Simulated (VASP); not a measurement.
Wanted: the native input for a VASP 6.6.1 run.

* Task: single point
* Functional: r2SCAN
* Potentials or basis: VASP PAW PBE potentials, release 64 (Ba_sv, Ti_sv, O)
* Cutoff: 520 eV
* k mesh: 6 × 6 × 6
* Occupations: gaussian, width 0.05 eV
* Spin: no spin polarisation
* Hubbard terms: Ti d U = 4.0 eV
* Dipole correction: no
* Further INCAR settings: ALGO = Normal; EDIFF = 1e-06; NBANDS = 28

Crystal: BaTiO3.

```
Ba Ti O
1.0
     2.83690    1.63788    2.26297
    -2.83690    1.63788    2.26297
     0.00000   -3.27577    2.26297
Ba Ti O
1 1 3
Direct
  0.99997 0.99997 0.99997
  0.50770 0.50770 0.50770
  0.49225 0.49225 0.98652
  0.49225 0.98652 0.49225
  0.98652 0.49225 0.49225
```

This cell differs from its parent crystal: strain +0.000 along x and y, -0.025 along z.

These files were run (other wordings do the same):

POSCAR

```
BaTiO3
1.0
    2.8368974874      1.6378835280      2.2629687754
   -2.8368974874      1.6378835280      2.2629687754
    0.0000000000     -3.2757670560      2.2629687754
Ba Ti O
1 1 3
Direct
    0.9999656897      0.9999656897      0.9999656897
    0.5077048750      0.5077048750      0.5077048750
    0.4922539385      0.4922539385      0.9865215584
    0.4922539385      0.9865215584      0.4922539385
    0.9865215584      0.4922539385      0.4922539385
```

INCAR.step1

```
SYSTEM = BaTiO3
PREC = Accurate
ENCUT = 520
ISMEAR = 0
SIGMA = 0.05
LREAL = .False.
LASPH = .True.
NELM = 150
LMAXMIX = 4
LDAU = .True.
LDAUTYPE = 2
LDAUL = -1 2 -1
LDAUU = 0 4 0
LDAUJ = 0 0 0
NBANDS = 28
GGA = PE
ALGO = Normal
EDIFF = 1E-4
LWAVE = .True.
LCHARG = .False.
```

INCAR.step2

```
SYSTEM = BaTiO3
PREC = Accurate
ENCUT = 520
EDIFF = 1E-6
ISMEAR = 0
SIGMA = 0.05
LREAL = .False.
LASPH = .True.
NELM = 150
ALGO = Normal
ISIF = 2
LWAVE = .False.
LCHARG = .True.
LMAXMIX = 4
LDAU = .True.
LDAUTYPE = 2
LDAUL = -1 2 -1
LDAUU = 0 4 0
LDAUJ = 0 0 0
LDAUPRINT = 1
METAGGA = R2SCAN
LMIXTAU = .True.
LELF = .True.
LVHAR = .True.
NBANDS = 28
ISTART = 1
```

KPOINTS

```
Automatic mesh
0
Gamma
  6 6 6
  0 0 0
```

Potentials or basis: VASP PAW PBE potentials, release 64 (Ba_sv, Ti_sv, O).

The run is started by

```bash
$ cat potpaw_PBE.64/Ba_sv/POTCAR potpaw_PBE.64/Ti_sv/POTCAR potpaw_PBE.64/O/POTCAR > POTCAR
$ cp INCAR.step1 INCAR
$ mpirun -np 1 vasp_std > vasp.out
$ cp INCAR.step2 INCAR
$ mpirun -np 1 vasp_std > vasp.out
```

It gave:

| Quantity | Value |
| --- | --- |
| Pressure | 8.9 GPa |
| Largest force | 0.766 eV/Å |
| Band gap on the k mesh | 2.91 eV (least direct gap 3.16 eV) |

Caveat: the cell differs from its parent crystal (strain +0.000 along x and y, -0.025 along z); the cell stands under pressure; the PAW data sets were made with another functional, which shifts forces and pressure a little; spin-orbit coupling is left out, which moves the levels of the heavy elements.

It took 2 min on 1 thread of Intel(R) Xeon(R) Platinum 8488C (Sapphire Rapids), with other jobs on the host, peak memory 0.21 GiB.
